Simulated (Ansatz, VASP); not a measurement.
**Ba2C in VASP and in Ansatz**

```
CELL_PARAMETERS angstrom
0.00000 3.50665 3.57398
3.50665 0.00000 3.57398
3.50665 3.50665 0.00000
ATOMIC_POSITIONS crystal
C 0.00000 0.00000 0.00000
Ba 0.25000 0.25000 0.25000
Ba 0.75000 0.75000 0.75000
```

Change from the starting cell: uniaxial_z strain +1.9%.

Alike in both runs: task single point; functional HSE06; k mesh 4 × 4 × 4; occupations fermi-dirac, width 0.02 eV; no spin polarisation.

|  | VASP | Ansatz |
| --- | --- | --- |
| version | VASP 6.6.1 | Ansatz 0.2.0 |
| potentials or method | VASP PAW PBE potentials, release 64 (C, Ba_sv) | plane waves, PAW |
| plane-wave cutoff (eV) | 520 | 420 |
| valence electrons in the cell | 24 | 24 |

VASP gave:

* pressure (GPa): 0.6
* traceless stress, the component that is largest in VASP (GPa): -0.90

Q: Estimate Ansatz's values.

A: Pressure (GPa): -0.5; traceless stress, the component that is largest in VASP (GPa): -0.85.

Ansatz's warnings: filled band counts differ across k points, stress exchange threshold loose, stress scf threshold loose.

The k mesh is coarse, so the values compare programs but aren't converged. Spin-orbit coupling is off throughout.
